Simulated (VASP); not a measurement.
# Re (R-3m) in VASP: notebook, part 3 of 3

VASP 6.6.1. The steps go on from the part before.

## 4. Electric field gradients, LDA (equal xy, yz and zx shear strains of +3 %)

The input, INCAR:

```
SYSTEM = Re
PREC = Accurate ; ENCUT = 520
EDIFF = 1E-8 ; ISMEAR = -1
SIGMA = 0.03 ; LREAL = .False.
LASPH = .True. ; NELM = 100
ALGO = Normal ; ISIF = 2
LWAVE = .False. ; LCHARG = .False.
LEFG = .True. ; NBANDS = 10
```

The input, KPOINTS:

```
Automatic mesh
0
Gamma
  14 14 14
  0 0 0
```

The input, POSCAR:

```
Re
1.0
    0.0592500000      2.0046250000      2.0046250000
    2.0046250000      0.0592500000      2.0046250000
    2.0046250000      2.0046250000      0.0592500000
Re
1
Direct
    0.0000000000      0.0000000000      0.0000000000
```

Potentials or basis: VASP PAW LDA potentials, release 64 (Re).

Run with:

```
$ cat potpaw_LDA.64/Re/POTCAR > POTCAR
$ mpirun -np 1 vasp_std > vasp.out
```

OUTCAR:

```text
SYSTEM = Re
   PREC = Accurate
   ENCUT = 520
   EDIFF = 1E-8
   ISMEAR = -1
   LREAL = .False.
   LASPH = .True.
   NELM = 100
   ISIF = 2

 ion  position               nearest neighbor table
   1  0.000  0.000  0.000-

  LATTYP: Found a trigonal (rhomboedric) cell.
 ALAT       =     2.8355869487
 COS(alpha) =     0.5293254421

  Lattice vectors:

 A1 = (   0.0592500000,   2.0046250000,   2.0046250000)
 A2 = (   2.0046250000,   0.0592500000,   2.0046250000)
 A3 = (   2.0046250000,   2.0046250000,   0.0592500000)

Analysis of symmetry for initial positions (statically):
=====================================================================
 Subroutine PRICEL returns:
 Original cell was already a primitive cell.

 Routine SETGRP: Setting up the symmetry group for a
 trigonal (rhombohedral) supercell.

 Subroutine GETGRP returns: Found 12 space group operations
 (whereof 12 operations were pure point group operations)
 out of a pool of 12 trial point group operations.

The static configuration has the point symmetry D_3d.

Analysis of symmetry for dynamics (positions and initial velocities):
=====================================================================
 Subroutine PRICEL returns:
 Original cell was already a primitive cell.

 Routine SETGRP: Setting up the symmetry group for a
 trigonal (rhombohedral) supercell.

 Subroutine GETGRP returns: Found 12 space group operations
 (whereof 12 operations were pure point group operations)
 out of a pool of 12 trial point group operations.

The dynamic configuration has the point symmetry D_3d.

 Subroutine INISYM returns: Found 12 space group operations
 (whereof 12 operations are pure point group operations),
 and found     1 'primitive' translations

----------------------------------------------------------------------------------------

                                     Primitive cell

  volume of cell :      15.3972

  direct lattice vectors                    reciprocal lattice vectors
     0.059250000  2.004625000  2.004625000    -0.260762862  0.253276847  0.253276847
     2.004625000  0.059250000  2.004625000     0.253276847 -0.260762862  0.253276847
     2.004625000  2.004625000  0.059250000     0.253276847  0.253276847 -0.260762862

  length of vectors
     2.835586949  2.835586949  2.835586949     0.443052585  0.443052585  0.443052585

  position of ions in fractional coordinates (direct lattice)
     0.000000000  0.000000000  0.000000000

  ion indices of the primitive-cell ions
   primitive index   ion index
                 1           1

----------------------------------------------------------------------------------------

 KPOINTS: Automatic mesh

Automatic generation of k-mesh.
 Grid dimensions read from file:
 generate k-points for:   14   14   14

 Generating k-lattice:

  Cartesian coordinates                     Fractional coordinates (reciprocal lattice)
    -0.018625919  0.018091203  0.018091203     0.071428571  0.000000000 -0.000000000
     0.018091203 -0.018625919  0.018091203     0.000000000  0.071428571 -0.000000000
[... 65 lines left out ...]
   ISYM   =      2    0-nonsym 1-usesym 2-fastsym
   POTIM  = 0.5000    time-step for ionic-motion
   TEBEG  =    0.0;   TEEND  =   0.0 temperature during run
   PSTRESS=    0.0 pullay stress
   NELECT =       7.0000    total number of electrons
   NUPDOWN=      -1.0000    fix difference up-down
   EMIN   =  10.00;   EMAX   =-10.00  energy-range for DOS
   EFERMI =   0.00;   METHOD = LEGACY
   ISMEAR =    -1;   SIGMA  =   0.03  broadening in eV -4-tet -1-fermi 0-gaus
   EFERMI_NEDOS =   21; number of points for ismear=-14 and -15
   IALGO  =     38    algorithm
   IMIX   =      4    mixing-type and parameters
     AMIX     =   0.40;   BMIX     =  1.00
     AMIX_MAG =   1.60;   BMIX_MAG =  1.00
  volume/ion in A,a.u.               =      15.40       103.91
  Fermi-wavevector in a.u.,A,eV,Ry     =   1.258811  2.378808 21.559861  1.584605
  Thomas-Fermi vector in A             =   2.392402
   LORBIT       =      0    0 simple, 1 ext, 2 COOP (PROOUT), +10 PAW based schemes
   GGA     = CA    functional components
   LHFCALC =     F    Hartree Fock is set to
   AEXX    =    0.0000 exact exchange contribution
   IVDW    =     0    specifies the selected vdW correction
   LEPSILON=     F    determine dielectric tensor
   LRPA    =     F    only Hartree local field effects (RPA)
 non-spin polarized calculation
  energy-cutoff  :      520.00
  volume of cell :       15.40
 maximum number of plane-waves:       425
 NGX is ok and might be reduce to    24
   NGX = 11   NGY = 11   NGZ = 11

 number of electron       7.0000000 magnetization

 Free energy of the ion-electron system (eV)
  ---------------------------------------------------
  ext. energy  EPLUGINS =         0.00000000
  ---------------------------------------------------
  free energy    TOTEN  =       -13.59569395 eV

  energy without entropy =      -13.59215347  energy(sigma->0) =      -13.59392371

 E-fermi :   7.5589     XC(G=0): -13.5968

 val. band max:        7.5585523040   @ k =  -0.4286   0.4286   0.0714
 cond. band min:       7.5600301574   @ k =  -0.2143   0.1429   0.0000
 fundamental gap:      0.0014778534
 Fermi energy:         7.5589461958

 k-point     1 :       0.0000    0.0000    0.0000
  band No.  band energies     occupation
      1      -2.1951      2.00000
      2       5.2141      2.00000
      3       5.9627      2.00000
      4       5.9627      2.00000
      5       8.7292      0.00000
      6       8.7292      0.00000
      7      21.4504      0.00000
      8      26.0320      0.00000
      9      27.2869      0.00000
     10      27.2869      0.00000
[... 287 lines left out ...]
 k-point    24 :       0.2857    0.1429    0.0000
  band No.  band energies     occupation
      1       0.5814      2.00000
      2       4.1757      2.00000
      3       6.0050      2.00000
      4       6.8019      2.00000
      5       8.3808      0.00000
      6       9.6827      0.00000
      7      22.8175      0.00000
      8      25.9009      0.00000
      9      27.2880      0.00000
     10      28.7576      0.00000

 [... further k-points ...]
[... 5 lines left out ...]
  --------------------------------------------------------------------------------------
  -------------------------------------------------------------------------------------
  Total       -2.1314014     -2.1314014     -2.1314014     -0.4962580     -0.4962580     -0.4962580
  in kB     -221.7863626   -221.7863626   -221.7863626    -51.6389120    -51.6389120    -51.6389120
  external PRESSURE =    -221.7863626 kB  Pullay stress =       0.0000000 kB

 VOLUME and BASIS-vectors are now :
 -----------------------------------------------------------------------------
  energy-cutoff  :      520.00
  volume of cell :       15.40
      direct lattice vectors                 reciprocal lattice vectors
     0.059250000  2.004625000  2.004625000    -0.260762862  0.253276847  0.253276847
     2.004625000  0.059250000  2.004625000     0.253276847 -0.260762862  0.253276847
     2.004625000  2.004625000  0.059250000     0.253276847  0.253276847 -0.260762862

 POSITION                                       TOTAL-FORCE (eV/Angst)
 -----------------------------------------------------------------------------------
      0.00000      0.00000      0.00000         0.000000      0.000000     -0.000000
 -----------------------------------------------------------------------------------
    total drift:                               -0.000000      0.000000     -0.000000

  FREE ENERGIE OF THE ION-ELECTRON SYSTEM (eV)
  ---------------------------------------------------
  free  energy   TOTEN  =       -13.5956939496 eV

  energy  without entropy=      -13.5921534717  energy(sigma->0) =      -13.59392371

 Electric field gradients (V/A^2)
---------------------------------------------------------------------
 ion       V_xx      V_yy      V_zz      V_xy      V_xz      V_yz
---------------------------------------------------------------------
   1       0.000     0.000    -0.000    49.746    49.746    49.746
---------------------------------------------------------------------

 Electric field gradients after diagonalization (V/A^2)
 (convention: |V_zz| > |V_xx| > |V_yy|)
----------------------------------------------------------------------
 ion       V_xx      V_yy      V_zz     asymmetry (V_yy - V_xx)/ V_zz
----------------------------------------------------------------------
   1     -49.746   -49.746    99.493       0.000
----------------------------------------------------------------------

           NMR quadrupolar parameters

 Cq : quadrupolar parameter    Cq=e*Q*V_zz/h
 eta: asymmetry parameters     (V_yy - V_xx)/ V_zz
 Q  : nuclear electric quadrupole moment in mb (millibarn)
----------------------------------------------------------------------
 ion       Cq(MHz)       eta       Q (mb)
----------------------------------------------------------------------
   1       0.241       0.000       1.000
----------------------------------------------------------------------
```

OSZICAR:

```text
N       E                     dE             d eps       ncg     rms          rms(c)
DAV:   1     0.975856971434E+01    0.97586E+01   -0.33198E+03  7660   0.631E+02
DAV:   2    -0.133941262528E+02   -0.23153E+02   -0.20372E+02  7812   0.136E+02
DAV:   3    -0.143804326246E+02   -0.98631E+00   -0.93550E+00  9166   0.411E+01
DAV:   4    -0.143836998887E+02   -0.32673E-02   -0.32663E-02  9066   0.135E+00
DAV:   5    -0.143837049617E+02   -0.50729E-05   -0.50724E-05  7844   0.354E-02    0.278E+01
DAV:   6    -0.137798236072E+02    0.60388E+00   -0.57598E-01  9198   0.114E+01    0.110E+01
DAV:   7    -0.136013128829E+02    0.17851E+00   -0.37053E-01  9198   0.869E+00    0.477E-01
DAV:   8    -0.135962862928E+02    0.50266E-02   -0.21687E-03  7668   0.304E-01    0.157E-01
DAV:   9    -0.135956923989E+02    0.59389E-03   -0.31454E-04  8048   0.998E-02    0.236E-02
DAV:  10    -0.135956938323E+02   -0.14335E-05   -0.13567E-05  7898   0.268E-02    0.126E-02
DAV:  11    -0.135956939471E+02   -0.11480E-06   -0.18565E-07  7072   0.683E-03    0.204E-03
DAV:  12    -0.135956939496E+02   -0.24398E-08   -0.39546E-08  8320   0.133E-03
   1 F= -.13595694E+02 E0= -.13593924E+02  d E =-.354048E-02
```

Wall time 36 s (1 thread of Intel Xeon Platinum 8488C (Sapphire Rapids), shared host); peak memory 0.16 GiB.

Results:

| Property | Result |
| --- | --- |
| Free energy | -13.5957 eV |
| Pressure | -22.2 GPa |
| Band gap on the k mesh | zero (an odd number of electrons rules out a gap without spin polarisation) |
| Largest electric field gradient by atom | Re +99.5 V/Å² |

Levels at points of the mesh, in eV from the Fermi level:
```
           k point  band 2  band 3  band 4  band 5  band 6  band 7
(0.00, 0.00, 0.00)   -2.34   -1.60   -1.60    1.17    1.17   13.89
(0.50, 0.00, 0.00)   -2.47   -1.66    0.43    3.22    3.90    9.59
(0.50, 0.50, 0.00)   -5.62    2.73    3.38    4.18    4.34   11.46
(0.50, 0.50, 0.50)   -1.88   -1.88   -0.19    3.38    3.38    8.66
```

Electric field gradients, principal values (V/Å²):
| atom | least | middle | greatest (by size) |
| --- | --- | --- | --- |
| 1 Re | -49.746 | -49.746 | 99.493 |

Caveat: the cell differs from its parent crystal (equal xy, yz and zx shear strains of +3 %); the cell stands under tension; without QUAD_EFG the Cq values of the log hold for a quadrupole moment of 1 mb, not for the nuclei; spin-orbit coupling is left out, which moves the levels of the heavy elements.
